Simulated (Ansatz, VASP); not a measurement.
# One calculation of WC, two programs

Contents of INCAR:

```
SYSTEM = WC
PREC     = Accurate       ! precision mode
ENCUT    = 520            ! plane-wave cutoff, eV
EDIFF    = 1E-8           ! SCF threshold, eV
ISMEAR   = -1             ! smearing method
SIGMA    = 0.05           ! smearing width, eV
LREAL    = .FALSE.        ! projectors in reciprocal space
LASPH    = .TRUE.         ! aspherical terms in the spheres
NELM     = 100            ! most SCF steps
ALGO     = Normal         ! electronic algorithm
ISIF     = 2              ! what is computed and relaxed
LWAVE    = .FALSE.        ! write WAVECAR
LCHARG   = .FALSE.        ! write CHGCAR
GGA      = PE             ! functional
LEFG     = .TRUE.       
NBANDS   = 16             ! bands
```

Contents of KPOINTS:

```
regular mesh
0
G
  13 13 12
  0 0 0
```

File POSCAR:

```
WC
1.0
    2.9386703057      0.0000000000      0.0000000000
   -1.4693351528      2.5449631381      0.0000000000
    0.0000000000      0.0000000000      2.8662279534
W C
1 1
Direct
    0.0000000000      0.0000000000      0.0000000000
    0.6666666667      0.3333333333      0.5000000000
```

Input for Ansatz:

```yaml
crystal:
  lattice:
    - [2.9386703057, 0.0, 0.0]
    - [-1.4693351528, 2.5449631381, 0.0]
    - [0.0, 0.0, 2.8662279534]
  atoms:
    - { symbol: W, position: [0.0, 0.0, 0.0] }
    - { symbol: C, position: [0.6666666667, 0.3333333333, 0.5] }
kpoints:
  mp_grid: { grid: [13, 13, 12] }
scf:
  occupations: { method: fermi_dirac, width: 0.05 }
hamiltonian:
  xc: pbe
  pseudopotentials: { kind: all_electron, datasets: crystal }
output:
  forces: true
  stress: true
  eigenvalues: true
  efg: { contact_densities: true }
```

Change from the starting cell: volume scaled by 1.04, crystal datasets.

Alike in both runs: task electric field gradients; functional PBE; k mesh 13 × 13 × 12; occupations fermi-dirac, width 0.05 eV; no spin polarisation.

|  | VASP | Ansatz |
| --- | --- | --- |
| version | VASP 6.6.1 | Ansatz 0.2.0 |
| potentials or method | VASP PAW PBE potentials, release 64 (W_sv, C), cutoff 520 eV | all-electron PAW with datasets made for the crystal, scalar-relativistic |

|  | VASP | Ansatz | Ansatz less VASP |
| --- | --- | --- | --- |
| pressure (GPa) | -5.8 | -6.7 | -0.85 |
| traceless stress, the component that is largest in VASP (GPa) | -1.19 | -1.37 | -0.188 |
| size of Vzz on the site where it differs most (V/Å²) | 129.2 | 119.5 | -9.69 |

Ansatz ran all-electron here, and VASP with PAW potentials.

Neither program's run includes spin-orbit coupling.
